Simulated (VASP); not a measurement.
# TaSi3 (F-43m) in VASP: density of states with PBE

Aim: the density of states of TaSi3 with PBE.

Program: VASP 6.6.1. These are calculated values, not measurements. Logs are shortened: lines on timing, memory, paths and dates and some standing lists are left out, and cuts for length are marked.

### Step 1. The cell of the first run

It takes space group F-43m (No. 216, cubic). Conventional cell: a = 8.360 Å, b = 8.360 Å, c = 8.360 Å, α = 90.00°, β = 90.00°, γ = 90.00°. Within 3.2 Å of Ta (site symmetry -43m) lie 6 Si at 2.46 Å. Within 3.9 Å of Ta (site symmetry -43m) lie 12 Si at 2.98 Å and 4 Ta at 3.62 Å. Si (site symmetry 2mm) has 4 Si at 2.44 Å and 3 Ta at 2.46 to 2.98 Å within 3.2 Å.

### Step 2. Density of states, PBE

Contents of POSCAR:

```
TaSi3
1.0
    0.0000000000      4.1799501344      4.1799501344
    4.1799501344      0.0000000000      4.1799501344
    4.1799501344      4.1799501344      0.0000000000
Ta Si
2 6
Direct
    0.5000000000      0.5000000000      0.5000000000
    0.7500000000      0.7500000000      0.7500000000
    0.2060856513      0.7939143487      0.7939143487
    0.7939143487      0.2060856513      0.2060856513
    0.7939143487      0.7939143487      0.2060856513
    0.2060856513      0.2060856513      0.7939143487
    0.2060856513      0.7939143487      0.2060856513
    0.7939143487      0.2060856513      0.7939143487
```

Contents of INCAR.step1:

```
  PREC = Accurate
  ENCUT = 520
  EDIFF = 1E-7
  ISMEAR = 0
  SIGMA = 0.1
  LREAL = False
  LASPH = True
  NELM = 80
  ALGO = Normal
  ISIF = 2
  LWAVE = False
  LCHARG = True
  LMAXMIX = 4
  GGA = PE
  NBANDS = 33
```

Contents of KPOINTS.step1:

```
Automatic mesh
0
Gamma
  8 8 8
```

Contents of INCAR.step2:

```
  PREC = Accurate
  ENCUT = 520
  EDIFF = 1E-7
  ISMEAR = -5
  SIGMA = 0.1
  LREAL = False
  LASPH = True
  NELM = 80
  ALGO = Normal
  ISIF = 2
  LWAVE = False
  LCHARG = False
  LMAXMIX = 4
  GGA = PE
  LORBIT = 10
  NEDOS = 2001
  ICHARG = 11
```

Contents of KPOINTS.step2:

```
Automatic mesh
0
Gamma
  12 12 12
```

Potentials or basis: VASP PAW PBE potentials, release 64 (Ta_pv, Si).

The run is started by

```console
cat potpaw_PBE.64/Ta_pv/POTCAR potpaw_PBE.64/Si/POTCAR > POTCAR
cp INCAR.step1 INCAR
cp KPOINTS.step1 KPOINTS
mpirun -np 1 vasp_std > vasp.out
cp INCAR.step2 INCAR
cp KPOINTS.step2 KPOINTS
mpirun -np 1 vasp_std > vasp.out
```

OUTCAR:

```text
PREC = Accurate
   ENCUT = 520
   EDIFF = 1E-7
   ISMEAR = -5
   LREAL = False
   LASPH = True
   NELM = 80
   ISIF = 2
   GGA = PE
   LORBIT = 10
   ICHARG = 11

 ion  position               nearest neighbor table
   1  0.500  0.500  0.500-   3 2.46   4 2.46   5 2.46   6 2.46   7 2.46   8 2.46
   2  0.750  0.750  0.750-   3 2.98   5 2.98   8 2.98   4 2.98   5 2.98   7 2.98   4 2.98   6 2.98
                             8 2.98   3 2.98   6 2.98   7 2.98
   3  0.206  0.794  0.794-   5 2.44   6 2.44   7 2.44   8 2.44   1 2.46   2 2.98   2 2.98
   4  0.794  0.206  0.206-   5 2.44   6 2.44   7 2.44   8 2.44   1 2.46   2 2.98   2 2.98
   5  0.794  0.794  0.206-   3 2.44   4 2.44   7 2.44   8 2.44   1 2.46   2 2.98   2 2.98
   6  0.206  0.206  0.794-   3 2.44   4 2.44   7 2.44   8 2.44   1 2.46   2 2.98   2 2.98
   7  0.206  0.794  0.206-   3 2.44   4 2.44   5 2.44   6 2.44   1 2.46   2 2.98   2 2.98
   8  0.794  0.206  0.794-   3 2.44   4 2.44   5 2.44   6 2.44   1 2.46   2 2.98   2 2.98

  LATTYP: Found a face centered cubic cell.
 ALAT       =     8.3599002688

  Lattice vectors:

 A1 = (   0.0000000000,   4.1799501344,   4.1799501344)
 A2 = (   4.1799501344,   0.0000000000,   4.1799501344)
 A3 = (   4.1799501344,   4.1799501344,   0.0000000000)

Analysis of symmetry for initial positions (statically):
=====================================================================
 Subroutine PRICEL returns:
 Original cell was already a primitive cell.

 Routine SETGRP: Setting up the symmetry group for a
 face centered cubic supercell.

 Subroutine GETGRP returns: Found 24 space group operations
 (whereof 24 operations were pure point group operations)
 out of a pool of 48 trial point group operations.

The static configuration has the point symmetry T_d .

Analysis of symmetry for dynamics (positions and initial velocities):
=====================================================================
 Subroutine PRICEL returns:
 Original cell was already a primitive cell.

 Routine SETGRP: Setting up the symmetry group for a
 face centered cubic supercell.

 Subroutine GETGRP returns: Found 24 space group operations
 (whereof 24 operations were pure point group operations)
 out of a pool of 48 trial point group operations.

The dynamic configuration has the point symmetry T_d .

 Subroutine INISYM returns: Found 24 space group operations
 (whereof 24 operations are pure point group operations),
 and found     1 'primitive' translations

----------------------------------------------------------------------------------------

[... 128 lines left out ...]
  Fermi-wavevector in a.u.,A,eV,Ry     =   1.113815  2.104805 16.879164  1.240584
  Thomas-Fermi vector in A             =   2.250404
   LORBIT       =     10    0 simple, 1 ext, 2 COOP (PROOUT), +10 PAW based schemes
   GGA     = PE    functional components
   LHFCALC =     F    Hartree Fock is set to
   AEXX    =    0.0000 exact exchange contribution
   IVDW    =     0    specifies the selected vdW correction
   LEPSILON=     F    determine dielectric tensor
   LRPA    =     F    only Hartree local field effects (RPA)
 non-spin polarized calculation
 Fermi weights with tetrahedron method with Bloechl corrections
  energy-cutoff  :      520.00
  volume of cell :      146.06
 maximum number of plane-waves:      3972
 NGX is ok and might be reduce to    48

 number of electron      46.0000003 magnetization

 Free energy of the ion-electron system (eV)
  ---------------------------------------------------
  ext. energy  EPLUGINS =         0.00000000
  ---------------------------------------------------
  free energy    TOTEN  =       -53.30615905 eV

  energy without entropy =      -53.30615905  energy(sigma->0) =      -53.30615905

 E-fermi :   6.9179     XC(G=0): -10.4883

 val. band max:        6.9469030797   @ k =  -0.4167   0.1667   0.0833
 cond. band min:       6.8447117490   @ k =  -0.2500   0.5000   0.2500
 fundamental gap:     -0.1021913307
 Fermi energy:         6.9178626857

 k-point     1 :       0.0000    0.0000    0.0000
  band No.  band energies     occupation
      1     -28.5896      2.00000
      2     -28.5896      2.00000
      3     -28.5896      2.00000
      4     -27.0749      2.00000
      5     -27.0749      2.00000
      6     -27.0749      2.00000
[... 733 lines left out ...]
     27       8.2101      0.00000
     28       9.2711      0.00000

 [... further k-points ...]

------------------------ aborting loop because EDIFF is reached ----------------------------------------

  FORCE on cell =-STRESS in cart. coord.  units (eV):
  Direction    XX          YY          ZZ          XY          YZ          ZX
  --------------------------------------------------------------------------------------
  -------------------------------------------------------------------------------------
  Total        0.0636104      0.0636104      0.0636104     -0.0000000      0.0000000      0.0000000
  in kB        0.6977427      0.6977427      0.6977427     -0.0000000      0.0000000      0.0000000
  external PRESSURE =       0.6977427 kB  Pullay stress =       0.0000000 kB

 VOLUME and BASIS-vectors are now :
 -----------------------------------------------------------------------------
  energy-cutoff  :      520.00
  volume of cell :      146.06
      direct lattice vectors                 reciprocal lattice vectors
     0.000000000  4.179950134  4.179950134    -0.119618652  0.119618652  0.119618652
     4.179950134  0.000000000  4.179950134     0.119618652 -0.119618652  0.119618652
     4.179950134  4.179950134  0.000000000     0.119618652  0.119618652 -0.119618652

 POSITION                                       TOTAL-FORCE (eV/Angst)
 -----------------------------------------------------------------------------------
      4.17995      4.17995      4.17995         0.000000     -0.000000     -0.000000
      6.26993      6.26993      6.26993         0.000000     -0.000000      0.000000
      6.63704      4.17995      4.17995         0.050241     -0.000000     -0.000000
      1.72286      4.17995      4.17995        -0.050241     -0.000000     -0.000000
      4.17995      4.17995      6.63704         0.000000     -0.000000      0.050241
      4.17995      4.17995      1.72286         0.000000     -0.000000     -0.050241
      4.17995      1.72286      4.17995         0.000000     -0.050241     -0.000000
      4.17995      6.63704      4.17995         0.000000      0.050241     -0.000000
 -----------------------------------------------------------------------------------
    total drift:                               -0.000000     -0.000000     -0.000000

  FREE ENERGIE OF THE ION-ELECTRON SYSTEM (eV)
  ---------------------------------------------------
  free  energy   TOTEN  =       -53.3061590472 eV

  energy  without entropy=      -53.3061590472  energy(sigma->0) =      -53.30615905

 total charge

# of ion       s       p       d       tot
------------------------------------------
    1        0.322   6.197   2.656   9.176
    2        0.238   6.066   2.258   8.562
    3        0.779   0.872   0.000   1.651
    4        0.779   0.872   0.000   1.651
    5        0.779   0.872   0.000   1.651
    6        0.779   0.872   0.000   1.651
    7        0.779   0.872   0.000   1.651
    8        0.779   0.872   0.000   1.651
--------------------------------------------------
tot          5.236  17.492   4.915  27.643
```

OUTCAR.step1:

```text
PREC = Accurate
   ENCUT = 520
   EDIFF = 1E-7
   ISMEAR = 0
   LREAL = False
[... 1110 lines left out ...]
      4.17995      4.17995      6.63704        -0.000000     -0.000000      0.027050
      4.17995      4.17995      1.72286        -0.000000     -0.000000     -0.027050
      4.17995      1.72286      4.17995        -0.000000     -0.027050     -0.000000
      4.17995      6.63704      4.17995        -0.000000      0.027050     -0.000000
 -----------------------------------------------------------------------------------
    total drift:                               -0.000000     -0.000000     -0.000000

  FREE ENERGIE OF THE ION-ELECTRON SYSTEM (eV)
  ---------------------------------------------------
  free  energy   TOTEN  =       -53.3224154365 eV

  energy  without entropy=      -53.2933463081  energy(sigma->0) =      -53.30788087
```

It took 13 min on 1 thread of AMD EPYC 7R13, shared host; peak memory 0.43 GiB.

Results:

```yaml
Valence_electrons_inside_the_program's_atomic_spheres: Ta 9.18, 8.56; Si 1.65
```

Caveat: spin-orbit coupling is left out, which moves the levels of the heavy elements; tetrahedron occupations give inexact forces and stress in metals.
